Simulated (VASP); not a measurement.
# MgS (F-43m) in VASP: notebook

Aim: see how the results for MgS move with the level of theory and the settings. Levels: PBE, LDA. Tasks: single point.

Everything below comes from runs of VASP 6.6.1. Logs are shortened: lines on timing, memory, paths and dates and some standing lists are left out, and cuts for length are marked.

**1. The cell of the first run**

Symmetry: F-43m, No. 216, cubic system. Conventional cell: a = 5.662 Å, b = 5.662 Å, c = 5.662 Å, α = 90.00°, β = 90.00°, γ = 90.00°. Mg (site symmetry -43m) has 4 S at 2.45 Å within 3.2 Å. Within 3.2 Å of S (site symmetry -43m) lie 4 Mg at 2.45 Å.

**2. Single point, PBE**

The input, INCAR:

```
PREC = Accurate ; ENCUT = 600
EDIFF = 1E-6 ; ISMEAR = 0
SIGMA = 0.01 ; LREAL = False
LASPH = True ; NELM = 120
ALGO = Normal ; ISIF = 2
LWAVE = False ; LCHARG = False
GGA = PE ; NBANDS = 11
GGA_COMPAT = False
```

The input, KPOINTS:

```
Automatic mesh
0
Gamma
  2 2 2
```

The input, POSCAR:

```
MgS
1.0
    0.0000000000      2.8308747668      2.8308747668
    2.8308747668      0.0000000000      2.8308747668
    2.8308747668      2.8308747668      0.0000000000
Mg S
1 1
Direct
    0.0000000000      0.0000000000      0.0000000000
    0.7500000000      0.7500000000      0.7500000000
```

Potentials or basis: VASP PAW PBE potentials, release 64 (Mg, S).

On the command line:

```sh
> cat potpaw_PBE.64/Mg/POTCAR potpaw_PBE.64/S/POTCAR > POTCAR
> mpirun -np 1 vasp_std > vasp.out
```

OUTCAR:

```text
PREC = Accurate
   ENCUT = 600
   EDIFF = 1E-6
   ISMEAR = 0
   LREAL = False
   LASPH = True
   NELM = 120
   ISIF = 2
   GGA = PE

 ion  position               nearest neighbor table
   1  0.000  0.000  0.000-   2 2.45   2 2.45   2 2.45   2 2.45
   2  0.750  0.750  0.750-   1 2.45   1 2.45   1 2.45   1 2.45

  LATTYP: Found a face centered cubic cell.
 ALAT       =     5.6617495336

  Lattice vectors:

 A1 = (   0.0000000000,   2.8308747668,   2.8308747668)
 A2 = (   2.8308747668,   0.0000000000,   2.8308747668)
 A3 = (   2.8308747668,   2.8308747668,   0.0000000000)

Analysis of symmetry for initial positions (statically):
=====================================================================
 Subroutine PRICEL returns:
 Original cell was already a primitive cell.

 Routine SETGRP: Setting up the symmetry group for a
 face centered cubic supercell.

 Subroutine GETGRP returns: Found 24 space group operations
 (whereof 24 operations were pure point group operations)
 out of a pool of 48 trial point group operations.

The static configuration has the point symmetry T_d .

Analysis of symmetry for dynamics (positions and initial velocities):
=====================================================================
 Subroutine PRICEL returns:
 Original cell was already a primitive cell.

 Routine SETGRP: Setting up the symmetry group for a
 face centered cubic supercell.

 Subroutine GETGRP returns: Found 24 space group operations
 (whereof 24 operations were pure point group operations)
 out of a pool of 48 trial point group operations.

The dynamic configuration has the point symmetry T_d .

 Subroutine INISYM returns: Found 24 space group operations
 (whereof 24 operations are pure point group operations),
 and found     1 'primitive' translations

----------------------------------------------------------------------------------------

                                     Primitive cell

  volume of cell :      45.3724

  direct lattice vectors                    reciprocal lattice vectors
     0.000000000  2.830874767  2.830874767    -0.176623850  0.176623850  0.176623850
     2.830874767  0.000000000  2.830874767     0.176623850 -0.176623850  0.176623850
     2.830874767  2.830874767  0.000000000     0.176623850  0.176623850 -0.176623850

  length of vectors
     4.003461489  4.003461489  4.003461489     0.305921482  0.305921482  0.305921482

  position of ions in fractional coordinates (direct lattice)
     0.000000000  0.000000000  0.000000000
     0.750000000  0.750000000  0.750000000

  ion indices of the primitive-cell ions
   primitive index   ion index
                 1           1
                 2           2

----------------------------------------------------------------------------------------

 KPOINTS: Automatic mesh

Automatic generation of k-mesh.
 Grid dimensions read from file:
 generate k-points for:    2    2    2

 Generating k-lattice:

  Cartesian coordinates                     Fractional coordinates (reciprocal lattice)
    -0.088311925  0.088311925  0.088311925     0.500000000  0.000000000  0.000000000
     0.088311925 -0.088311925  0.088311925     0.000000000  0.500000000  0.000000000
     0.088311925  0.088311925 -0.088311925     0.000000000  0.000000000  0.500000000

  Length of vectors
     0.152960741  0.152960741  0.152960741

  Shift w.r.t. Gamma in fractional coordinates (k-lattice)
     0.000000000  0.000000000  0.000000000

 Subroutine IBZKPT returns following result:
 ===========================================

 Found      3 irreducible k-points:

 Following reciprocal coordinates:
            Coordinates               Weight
  0.000000  0.000000  0.000000      1.000000
  0.500000  0.000000  0.000000      4.000000
  0.500000  0.500000  0.000000      3.000000
   k-points           NKPTS =      3   k-points in BZ     NKDIM =      3   number of bands    NBANDS=     11
   number of dos      NEDOS =    301   number of ions     NIONS =      2
   total plane-waves  NPLWV =  32768
   dimension x,y,z NGX =    32 NGY =   32 NGZ =   32
   dimension x,y,z NGXF=    64 NGYF=   64 NGZF=   64
   ions per type =               1   1
   NGX,Y,Z   is equivalent  to a cutoff of  13.29, 13.29, 13.29 a.u.
   NGXF,Y,Z  is equivalent  to a cutoff of  26.58, 26.58, 26.58 a.u.
 SYSTEM =  unknown system
   PREC   = accura    normal or accurate (medium, high low for compatibility)
   ISTART =      0    job   : 0-new  1-cont  2-samecut
   ICHARG =      2    charge: 1-file 2-atom 10-const
   ISPIN  =      1    spin polarized calculation?
   LNONCOLLINEAR =      F non collinear calculations
   LSORBIT =      F    spin-orbit coupling
   LASPH  =      T    aspherical Exc in radial PAW
   ENCUT  =  600.0 eV  44.10 Ry    6.64 a.u.   8.00  8.00  8.00*2*pi/ulx,y,z
   NELM   =    120;   NELMIN=  2; NELMDL= -5     # of ELM steps
   EDIFF  = 0.1E-05   stopping-criterion for ELM
   LREAL  =      F    real-space projection
   EDIFFG = 0.1E-04   stopping-criterion for IOM
   NSW    =      0    number of steps for IOM
   IBRION =     -1    ionic relax: 0-MD 1-quasi-New 2-CG
   NFREE  =      0    steps in history (QN), initial steepest desc. (CG)
   ISIF   =      2    stress and relaxation
   ISYM   =      2    0-nonsym 1-usesym 2-fastsym
   POTIM  = 0.5000    time-step for ionic-motion
   TEBEG  =    0.0;   TEEND  =   0.0 temperature during run
   PSTRESS=    0.0 pullay stress
   NELECT =       8.0000    total number of electrons
   NUPDOWN=      -1.0000    fix difference up-down
   EMIN   =  10.00;   EMAX   =-10.00  energy-range for DOS
   EFERMI =   0.00;   METHOD = LEGACY
   ISMEAR =     0;   SIGMA  =   0.01  broadening in eV -4-tet -1-fermi 0-gaus
   EFERMI_NEDOS =   21; number of points for ismear=-14 and -15
   IALGO  =     38    algorithm
   IMIX   =      4    mixing-type and parameters
     AMIX     =   0.40;   BMIX     =  1.00
     AMIX_MAG =   1.60;   BMIX_MAG =  1.00
  volume/ion in A,a.u.               =      22.69       153.09
  Fermi-wavevector in a.u.,A,eV,Ry     =   0.917996  1.734761 11.465859  0.842717
  Thomas-Fermi vector in A             =   2.043028
   LORBIT       =      0    0 simple, 1 ext, 2 COOP (PROOUT), +10 PAW based schemes
   GGA     = PE    functional components
   LHFCALC =     F    Hartree Fock is set to
   AEXX    =    0.0000 exact exchange contribution
   IVDW    =     0    specifies the selected vdW correction
   LEPSILON=     F    determine dielectric tensor
   LRPA    =     F    only Hartree local field effects (RPA)
 non-spin polarized calculation
 Gauss-broadening in eV      SIGMA  =   0.01
  energy-cutoff  :      600.00
  volume of cell :       45.37
 maximum number of plane-waves:      1524
 NGX is ok and might be reduce to    32
   NGX = 15   NGY = 15   NGZ = 15

 number of electron       8.0000000 magnetization

 Free energy of the ion-electron system (eV)
  ---------------------------------------------------
  ext. energy  EPLUGINS =         0.00000000
  ---------------------------------------------------
  free energy    TOTEN  =        -7.74719776 eV

  energy without entropy =       -7.74719776  energy(sigma->0) =       -7.74719776

 E-fermi :   1.4471     XC(G=0):  -8.2595

 val. band max:        1.3519421081   @ k =   0.0000   0.0000   0.0000
 cond. band min:       4.7212778760   @ k =   0.0000   0.0000   0.0000
 fundamental gap:      3.3693357678
 Fermi energy:         1.4471012189

 k-point     1 :       0.0000    0.0000    0.0000
  band No.  band energies     occupation
      1      -9.8944      2.00000
      2       1.3519      2.00000
      3       1.3519      2.00000
      4       1.3519      2.00000
      5       4.7213      0.00000
      6       9.1241      0.00000
      7       9.1241      0.00000
      8       9.1241      0.00000
      9      12.0221      0.00000
     10      12.0221      0.00000
     11      14.9117      0.00000

 k-point     2 :       0.5000    0.0000    0.0000
  band No.  band energies     occupation
      1      -9.1860      2.00000
      2      -1.8657      2.00000
      3       1.0142      2.00000
      4       1.0142      2.00000
      5       6.3183      0.00000
      6       8.8112      0.00000
      7       8.8112      0.00000
      8       9.9211      0.00000
      9      14.1253      0.00000
     10      14.4004      0.00000
     11      14.4004      0.00000

 k-point     3 :       0.5000    0.5000    0.0000
  band No.  band energies     occupation
      1      -8.9564      2.00000
      2      -1.5432      2.00000
      3       0.2846      2.00000
      4       0.2846      2.00000
      5       5.0830      0.00000
      6       6.8288      0.00000
      7      12.4921      0.00000
      8      13.5262      0.00000
      9      13.5262      0.00000
     10      15.1267      0.00000
     11      15.1282      0.00000

------------------------ aborting loop because EDIFF is reached ----------------------------------------

  FORCE on cell =-STRESS in cart. coord.  units (eV):
  Direction    XX          YY          ZZ          XY          YZ          ZX
  --------------------------------------------------------------------------------------
  -------------------------------------------------------------------------------------
  Total        1.1560173      1.1560173      1.1560173     -0.0000000      0.0000000     -0.0000000
  in kB       40.8209347     40.8209347     40.8209347     -0.0000000      0.0000000     -0.0000000
  external PRESSURE =      40.8209347 kB  Pullay stress =       0.0000000 kB

 VOLUME and BASIS-vectors are now :
 -----------------------------------------------------------------------------
  energy-cutoff  :      600.00
  volume of cell :       45.37
      direct lattice vectors                 reciprocal lattice vectors
     0.000000000  2.830874767  2.830874767    -0.176623850  0.176623850  0.176623850
     2.830874767  0.000000000  2.830874767     0.176623850 -0.176623850  0.176623850
     2.830874767  2.830874767  0.000000000     0.176623850  0.176623850 -0.176623850

 POSITION                                       TOTAL-FORCE (eV/Angst)
 -----------------------------------------------------------------------------------
      0.00000      0.00000      0.00000         0.000000     -0.000000     -0.000000
      4.24631      4.24631      4.24631        -0.000000      0.000000      0.000000
 -----------------------------------------------------------------------------------
    total drift:                               -0.000000     -0.000000     -0.000000

  FREE ENERGIE OF THE ION-ELECTRON SYSTEM (eV)
  ---------------------------------------------------
  free  energy   TOTEN  =        -7.7471977563 eV

  energy  without entropy=       -7.7471977563  energy(sigma->0) =       -7.74719776
```

Run time: 3.8 s. Hardware: 1 thread of Intel Xeon 6975P-C, shared host; peak memory 0.17 GiB.

Results:

```yaml
Free_energy: -7.7472 eV
Pressure: 4.1 GPa
Band_gap_on_the_k_mesh: 3.37 eV, direct
```

Levels at points of the mesh, in eV from the valence-band top:
```csv
k point,band 2,band 3,band 4,band 5,band 6,band 7
"(0.00, 0.00, 0.00)",0.00,0.00,0.00,3.37,7.77,7.77
"(0.50, 0.00, 0.00)",-3.22,-0.34,-0.34,4.97,7.46,7.46
"(0.50, 0.50, 0.00)",-2.90,-1.07,-1.07,3.73,5.48,11.14
```

Caveat: the k points lie up to 0.96 Å⁻¹ apart. A hybrid or GW would open this gap; PBE tends to underestimate it.

(Continued in part 2 of 2.)
